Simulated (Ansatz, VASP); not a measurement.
# AgCl: VASP beside Ansatz

```
Ag Cl
1.0
     0.00000    2.80600    2.80600
     2.80600    0.00000    2.80600
     2.80600    2.80600    0.00000
Ag Cl
1 1
Direct
  0.00000 0.00000 0.00000
  0.50000 0.50000 0.50000
```

Alike in both runs: functional PBE; k mesh 8 × 8 × 8; occupations gaussian, width 0.02 eV; no spin polarisation.

Ansatz relaxed the structure, and its values are those at the end. VASP's run is a single point on that final structure, the one shown.

```csv
,VASP,Ansatz
version,VASP 6.6.1,Ansatz 0.2.0
potentials or method,"VASP PAW PBE potentials, release 64 (Ag, Cl), cutoff 500 eV","scalar-relativistic, plane waves, PAW"
valence electrons in the cell,18,26
```

Ansatz gave:

- gap on the k mesh at the Fermi level (eV): 0.92
- least direct gap on the mesh (eV): 3.08
- pressure (GPa): 0.0

**Question.** Estimate VASP's values.

**Answer.** gap on the k mesh at the Fermi level (eV): 0.92; least direct gap on the mesh (eV): 3.07; pressure (GPa): -0.1.

The functional is the same, so the differences come from potentials, cutoffs and numerics. VASP's potentials hold 18 valence electrons a cell and Ansatz's 26, so a difference there can come from the potentials and not from the codes.
